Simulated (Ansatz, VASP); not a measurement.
**GaN: VASP beside Ansatz**

```xyz
4
Lattice="3.1826 0.0000 0.0000 -1.5913 2.7562 0.0000 0.0000 0.0000 5.2113" Properties=species:S:1:pos:R:3 pbc="T T T"
Ga    0.0000    1.8375   -0.0042
Ga    1.5913    0.9187    2.6015
N     0.0000    1.8375    1.9585
N     1.5913    0.9187    4.5641
```

Change from the starting cell: z stretched by +0.5 %, x and y held.

Alike in both runs: task relaxation of the atoms; functional PBEsol; k mesh 8 × 8 × 4; no spin polarisation.

|  | VASP | Ansatz |
| --- | --- | --- |
| version | VASP 6.6.1 | Ansatz 0.2.0 |
| potentials or method | VASP PAW PBE potentials, release 64 (Ga_d, N), cutoff 520 eV | all-electron LAPW, scalar-relativistic |
| occupations | gaussian, width 0.01 eV | fixed |

|  | VASP | Ansatz | Ansatz less VASP |
| --- | --- | --- | --- |
| gap on the k mesh at the Fermi level, each at its own relaxed structure (eV) | 1.84 | 1.84 | -0.003 |

VASP's potentials were made for PBE, not for PBEsol. Ansatz ran all-electron here, and VASP with PAW potentials.
